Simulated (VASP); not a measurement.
# LiF (Griceite) (I4/mmm) in VASP: a series of runs

The runs below take LiF (Griceite) through single point, with PBE, r2SCAN.

All numbers are computed with VASP 6.6.1; they aren't measurements. Logs are shortened: lines on timing, memory, paths and dates and some standing lists are left out, and cuts for length are marked.

### Step 1. The cell of the first run

It takes space group I4/mmm (No. 139, tetragonal). The conventional cell has a = 2.821 Å, b = 2.821 Å, c = 4.145 Å, α = 90.00°, β = 90.00°, γ = 90.00°. Within 2.6 Å of Li (site symmetry 4/mmm) lie 6 F at 1.99 to 2.07 Å. Within 2.6 Å of F (site symmetry 4/mmm) lie 6 Li at 1.99 to 2.07 Å.

### Step 2. Single point, PBE (uniaxial z strain +3.9%)

Contents of INCAR:

```
ALGO     = Normal         # electronic algorithm
EDIFF    = 1E-6           # SCF threshold, eV
ENCUT    = 520            # plane-wave cutoff, eV
GGA      = PE             # functional
ISIF     = 2              # what is computed and relaxed
ISMEAR   = -1             # smearing method
LASPH    = True           # aspherical terms in the spheres
LCHARG   = False          # write CHGCAR
LREAL    = False          # projectors in reciprocal space
LWAVE    = False          # write WAVECAR
NBANDS   = 12             # bands
NELM     = 100            # most SCF steps
PREC     = Accurate       # precision mode
SIGMA    = 0.02           # smearing width, eV
```

Contents of KPOINTS:

```
k-points
0
Gamma
  10 10 10
```

Contents of POSCAR:

```
LiF
1.0
    0.0000000000      1.9948691899      2.0724696014
    1.9948691899      0.0000000000      2.0724696014
    1.9948691899      1.9948691899      0.0000000000
Li F
1 1
Direct
    0.0000000000      0.0000000000      0.0000000000
    0.5000000000      0.5000000000      0.5000000000
```

Potentials or basis: VASP PAW PBE potentials, release 64 (Li_sv, F).

Command:

```sh
$ cat potpaw_PBE.64/Li_sv/POTCAR potpaw_PBE.64/F/POTCAR > POTCAR
$ mpirun -np 1 vasp_std > vasp.out
```

OUTCAR:

```text
EDIFF = 1E-6
   ENCUT = 520
   GGA = PE
   ISIF = 2
   ISMEAR = -1
   LASPH = True
   LREAL = False
   NELM = 100
   PREC = Accurate

 ion  position               nearest neighbor table
   1  0.000  0.000  0.000-   2 1.99   2 1.99   2 1.99   2 1.99   2 2.07   2 2.07
   2  0.500  0.500  0.500-   1 1.99   1 1.99   1 1.99   1 1.99   1 2.07   1 2.07

  LATTYP: Found a body centered tetragonal cell.
 ALAT       =     2.8211710635
 C/A-ratio  =     1.4692264700

  Lattice vectors:

 A1 = (  -1.9948691899,   0.0000000000,   2.0724696014)
 A2 = (   1.9948691899,   0.0000000000,   2.0724696014)
 A3 = (   0.0000000000,   1.9948691899,  -2.0724696014)

Analysis of symmetry for initial positions (statically):
=====================================================================
 Subroutine PRICEL returns:
 Original cell was already a primitive cell.

 Routine SETGRP: Setting up the symmetry group for a
 body centered tetragonal supercell.

 Subroutine GETGRP returns: Found 16 space group operations
 (whereof 16 operations were pure point group operations)
 out of a pool of 16 trial point group operations.

The static configuration has the point symmetry D_4h.

Analysis of symmetry for dynamics (positions and initial velocities):
=====================================================================
 Subroutine PRICEL returns:
 Original cell was already a primitive cell.

 Routine SETGRP: Setting up the symmetry group for a
 body centered tetragonal supercell.

 Subroutine GETGRP returns: Found 16 space group operations
 (whereof 16 operations were pure point group operations)
 out of a pool of 16 trial point group operations.

The dynamic configuration has the point symmetry D_4h.

 Subroutine INISYM returns: Found 16 space group operations
 (whereof 16 operations are pure point group operations),
 and found     1 'primitive' translations

----------------------------------------------------------------------------------------

                                     Primitive cell

  volume of cell :      16.4948

  direct lattice vectors                    reciprocal lattice vectors
     0.000000000  1.994869190  2.072469601    -0.250643001  0.250643001  0.241258062
     1.994869190  0.000000000  2.072469601     0.250643001 -0.250643001  0.241258062
     1.994869190  1.994869190  0.000000000     0.250643001  0.250643001 -0.241258062

  length of vectors
     2.876566240  2.876566240  2.821171064     0.428776492  0.428776492  0.428776492

  position of ions in fractional coordinates (direct lattice)
     0.000000000  0.000000000  0.000000000
     0.500000000  0.500000000  0.500000000

  ion indices of the primitive-cell ions
   primitive index   ion index
[... 82 lines left out ...]
   POTIM  = 0.5000    time-step for ionic-motion
   TEBEG  =    0.0;   TEEND  =   0.0 temperature during run
   PSTRESS=    0.0 pullay stress
   NELECT =      10.0000    total number of electrons
   NUPDOWN=      -1.0000    fix difference up-down
   EMIN   =  10.00;   EMAX   =-10.00  energy-range for DOS
   EFERMI =   0.00;   METHOD = LEGACY
   ISMEAR =    -1;   SIGMA  =   0.02  broadening in eV -4-tet -1-fermi 0-gaus
   EFERMI_NEDOS =   21; number of points for ismear=-14 and -15
   IALGO  =     38    algorithm
   IMIX   =      4    mixing-type and parameters
     AMIX     =   0.40;   BMIX     =  1.00
     AMIX_MAG =   1.60;   BMIX_MAG =  1.00
  volume/ion in A,a.u.               =       8.25        55.66
  Fermi-wavevector in a.u.,A,eV,Ry     =   1.385562  2.618332 26.120204  1.919781
  Thomas-Fermi vector in A             =   2.509960
   LORBIT       =      0    0 simple, 1 ext, 2 COOP (PROOUT), +10 PAW based schemes
   GGA     = PE    functional components
   LHFCALC =     F    Hartree Fock is set to
   AEXX    =    0.0000 exact exchange contribution
   IVDW    =     0    specifies the selected vdW correction
   LEPSILON=     F    determine dielectric tensor
   LRPA    =     F    only Hartree local field effects (RPA)
 non-spin polarized calculation
  energy-cutoff  :      520.00
  volume of cell :       16.49
 maximum number of plane-waves:       455
 NGX is ok and might be reduce to    24
   NGX = 11   NGY = 11   NGZ = 11

 number of electron      10.0000000 magnetization

 number of electron       9.9999994 magnetization

 Free energy of the ion-electron system (eV)
  ---------------------------------------------------
  ext. energy  EPLUGINS =         0.00000000
  ---------------------------------------------------
  free energy    TOTEN  =        -9.63580923 eV

  energy without entropy =       -9.63580923  energy(sigma->0) =       -9.63580923

 E-fermi :  -0.6416     XC(G=0):  -9.9337

 val. band max:       -1.0275565158   @ k =   0.0000   0.0000   0.0000
 cond. band min:       7.9214006346   @ k =   0.0000   0.0000   0.0000
 fundamental gap:      8.9489571504
 Fermi energy:        -0.6416208377

 k-point     1 :       0.0000    0.0000    0.0000
  band No.  band energies     occupation
      1     -42.0140      2.00000
      2     -21.0259      2.00000
      3      -1.1071      2.00000
      4      -1.1071      2.00000
      5      -1.0276      2.00000
      6       7.9214      0.00000
      7      22.2038      0.00000
      8      22.9542      0.00000
      9      23.0688      0.00000
     10      23.0688      0.00000
     11      23.2810      0.00000
     12      23.2810      0.00000
[... 331 lines left out ...]
 k-point    24 :       0.4000    0.3000    0.0000
  band No.  band energies     occupation
      1     -41.9604      2.00000
      2     -20.5288      2.00000
      3      -3.3875      2.00000
      4      -1.8998      2.00000
      5      -1.7751      2.00000
      6      11.6824      0.00000
      7      15.9244      0.00000
      8      17.2082      0.00000
      9      19.3687      0.00000
     10      20.4371      0.00000
     11      32.3401      0.00000
     12      33.9798      0.00000

 [... further k-points ...]
[... 5 lines left out ...]
  --------------------------------------------------------------------------------------
  -------------------------------------------------------------------------------------
  Total        0.2097083      0.2097083     -0.0658628      0.0000000      0.0000000      0.0000000
  in kB       20.3694465     20.3694465     -6.3974043      0.0000000      0.0000000      0.0000000
  external PRESSURE =      11.4471629 kB  Pullay stress =       0.0000000 kB

 VOLUME and BASIS-vectors are now :
 -----------------------------------------------------------------------------
  energy-cutoff  :      520.00
  volume of cell :       16.49
      direct lattice vectors                 reciprocal lattice vectors
     0.000000000  1.994869190  2.072469601    -0.250643001  0.250643001  0.241258062
     1.994869190  0.000000000  2.072469601     0.250643001 -0.250643001  0.241258062
     1.994869190  1.994869190  0.000000000     0.250643001  0.250643001 -0.241258062

 POSITION                                       TOTAL-FORCE (eV/Angst)
 -----------------------------------------------------------------------------------
      0.00000      0.00000      0.00000         0.000000      0.000000     -0.000000
      1.99487      1.99487      2.07247        -0.000000     -0.000000      0.000000
 -----------------------------------------------------------------------------------
    total drift:                               -0.000000     -0.000000      0.000000

  FREE ENERGIE OF THE ION-ELECTRON SYSTEM (eV)
  ---------------------------------------------------
  free  energy   TOTEN  =        -9.6358092333 eV

  energy  without entropy=       -9.6358092333  energy(sigma->0) =       -9.63580923
```

OSZICAR:

```text
N       E                     dE             d eps       ncg     rms          rms(c)
DAV:   1     0.296400354834E+02    0.29640E+02   -0.52170E+03  2592   0.842E+02
DAV:   2    -0.914503754948E+01   -0.38785E+02   -0.38089E+02  2956   0.184E+02
DAV:   3    -0.101386523216E+02   -0.99361E+00   -0.99041E+00  3228   0.255E+01
DAV:   4    -0.101489962740E+02   -0.10344E-01   -0.10344E-01  2840   0.276E+00
DAV:   5    -0.101491065167E+02   -0.11024E-03   -0.11024E-03  3152   0.217E-01    0.455E+00
DAV:   6    -0.962442347691E+01    0.52468E+00   -0.25269E+00  2748   0.983E+00    0.140E+00
DAV:   7    -0.962878989053E+01   -0.43664E-02   -0.18309E-02  3268   0.119E+00    0.863E-01
DAV:   8    -0.963569281660E+01   -0.69029E-02   -0.15253E-02  2920   0.128E+00    0.111E-01
DAV:   9    -0.963572207158E+01   -0.29255E-04   -0.96351E-04  2864   0.280E-01    0.437E-02
DAV:  10    -0.963580629144E+01   -0.84220E-04   -0.13851E-04  2784   0.923E-02    0.169E-02
DAV:  11    -0.963580854488E+01   -0.22534E-05   -0.76258E-06  3140   0.254E-02    0.212E-03
DAV:  12    -0.963580923332E+01   -0.68844E-06   -0.49117E-07  2752   0.602E-03
   1 F= -.96358092E+01 E0= -.96358092E+01  d E =-.103749E-10
```

stdout:

```text
POSCAR found type information on POSCAR LiF
 POSCAR found :  2 types and       2 ions
 scaLAPACK will be used
 LDA part: xc-table for (Slater+PW92), standard interpolation
 POSCAR, INCAR and KPOINTS ok, starting setup
 FFT: planning ... GRIDC
 FFT: planning ... GRID_SOFT
 FFT: planning ... GRID
 WAVECAR not read
 entering main loop
```

Run time: 11 s. Hardware: 1 thread of Intel Xeon Platinum 8259CL at 2.50GHz (Skylake/Cascade Lake), shared host; peak memory 0.14 GiB.

Results:

| Quantity | Value |
| --- | --- |
| Free energy | -9.6358 eV |
| Band gap on the k mesh | 8.95 eV, direct |

Caveat: the cell differs from its parent crystal (uniaxial z strain +3.9%); the cutoff is under 1.25 times the usual one of these potentials, so pressure, stress and relaxed cells hold a basis-set (Pulay) error.

### Step 3. Single point, r2SCAN (uniaxial z strain +3.9%)

POSCAR is that of step 2.

Contents of INCAR.step1:

```
PREC     = Accurate       # precision mode
ENCUT    = 520            # plane-wave cutoff, eV
ISMEAR   = 0              # smearing method
SIGMA    = 0.01           # smearing width, eV
LREAL    = F              # projectors in reciprocal space
LASPH    = T              # aspherical terms in the spheres
NELM     = 60             # most SCF steps
NBANDS   = 12             # bands
GGA      = PE             # functional
ALGO     = Normal         # electronic algorithm
EDIFF    = 1E-4           # SCF threshold, eV
LWAVE    = T              # write WAVECAR
LCHARG   = F              # write CHGCAR
```

Contents of INCAR.step2:

```
PREC     = Accurate       # precision mode
ENCUT    = 520            # plane-wave cutoff, eV
EDIFF    = 1E-6           # SCF threshold, eV
ISMEAR   = 0              # smearing method
SIGMA    = 0.01           # smearing width, eV
LREAL    = F              # projectors in reciprocal space
LASPH    = T              # aspherical terms in the spheres
NELM     = 60             # most SCF steps
ALGO     = Normal         # electronic algorithm
ISIF     = 2              # what is computed and relaxed
LWAVE    = F              # write WAVECAR
LCHARG   = F              # write CHGCAR
METAGGA  = R2SCAN         # meta-GGA
LMIXTAU  = T            
NBANDS   = 12             # bands
ISTART   = 1
```

Contents of KPOINTS:

```
Automatic mesh
0
Gamma
  10 10 10
```

Potentials or basis: VASP PAW PBE potentials, release 64 (Li_sv, F).

Command:

```sh
$ cat potpaw_PBE.64/Li_sv/POTCAR potpaw_PBE.64/F/POTCAR > POTCAR
$ cp INCAR.step1 INCAR
$ mpirun -np 1 vasp_std > vasp.out
$ cp INCAR.step2 INCAR
$ mpirun -np 1 vasp_std > vasp.out
```

It took 47 s on 1 thread of Intel Xeon Platinum 8259CL at 2.50GHz (Skylake/Cascade Lake), shared host; peak memory 0.14 GiB.

It converged, with:

- Free energy: -11.8930 eV
- Band gap on the k mesh: 10.12 eV, direct

Levels at points of the mesh, in eV from the valence-band top:
```tsv
k point	band 1	band 2	band 3	band 4	band 5	band 6	band 7	band 8	band 9	band 10
(0.00, 0.00, 0.00)	-42.13	-21.12	-0.08	-0.08	0.00	10.12	25.15	25.25	25.46	25.46
(0.50, 0.00, 0.00)	-42.07	-20.72	-2.51	-0.33	-0.25	11.73	17.96	19.96	20.68	31.70
(0.50, 0.50, 0.00)	-42.07	-20.49	-3.03	-0.97	-0.97	15.44	17.71	18.92	22.14	22.14
(0.50, 0.00, 0.50)	-42.06	-20.45	-3.00	-1.20	-0.96	16.16	17.18	18.95	21.25	21.89
```

Caveat: the cell differs from its parent crystal (uniaxial z strain +3.9%); the cutoff is under 1.25 times the usual one of these potentials, so pressure, stress and relaxed cells hold a basis-set (Pulay) error; the PAW data sets were made with another functional, which shifts forces and pressure a little.
